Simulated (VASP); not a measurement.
Set up this calculation in VASP 6.6.1, as the native input.

| Quantity | Value |
| --- | --- |
| Task | single point |
| Functional | PBE |
| Potentials or basis | VASP PAW PBE potentials, release 64 (Al, O) |
| Cutoff | 520 eV |
| k mesh | 6 × 6 × 6 |
| Occupations | gaussian, width 0.01 eV |
| Spin | no spin polarisation |
| Dipole correction | no |
| Further INCAR settings | ALGO = Normal; EDIFF = 1e-06; NBANDS = 35 |

The structure of Al2O3 lies in POSCAR:

```
Al2O3
1.0
    2.3552724683      1.3598171936      4.2851978760
   -2.3552724683      1.3598171936      4.2851978760
    0.0000000000     -2.7196343872      4.2851978760
Al O
4 6
Direct
    0.3521453521      0.3521453521      0.3521453521
    0.1478546479      0.1478546479      0.1478546479
    0.6478546479      0.6478546479      0.6478546479
    0.8521453521      0.8521453521      0.8521453521
    0.5561715153      0.9438284847      0.2500000000
    0.2500000000      0.5561715153      0.9438284847
    0.9438284847      0.2500000000      0.5561715153
    0.4438284847      0.0561715153      0.7500000000
    0.7500000000      0.4438284847      0.0561715153
    0.0561715153      0.7500000000      0.4438284847
```

One way to write it, as run:

INCAR

```
SYSTEM = Al2O3
PREC = Accurate
ENCUT = 520
EDIFF = 1E-6
ISMEAR = 0
SIGMA = 0.01
LREAL = .FALSE.
LASPH = .TRUE.
NELM = 80
ALGO = Normal
ISIF = 2
LWAVE = .FALSE.
LCHARG = .TRUE.
GGA = PE
LELF = .TRUE.
LVHAR = .TRUE.
NBANDS = 35
```

KPOINTS

```
Automatic mesh
0
G
  6 6 6
  0 0 0
```

Potentials or basis: VASP PAW PBE potentials, release 64 (Al, O).

The run is started by

```sh
$ cat potpaw_PBE.64/Al/POTCAR potpaw_PBE.64/O/POTCAR > POTCAR
$ mpirun -np 1 vasp_std > vasp.out
```

Results of the run:

The pressure is 16.1 GPa and the largest force is 0.067 eV/Å. The band gap on the k mesh is 6.63 eV.

Caveat: the cell stands under pressure.

It took 44 s on 1 thread of Intel(R) Xeon(R) 6975P-C (Granite Rapids), with other jobs on the host, peak memory 0.26 GiB.
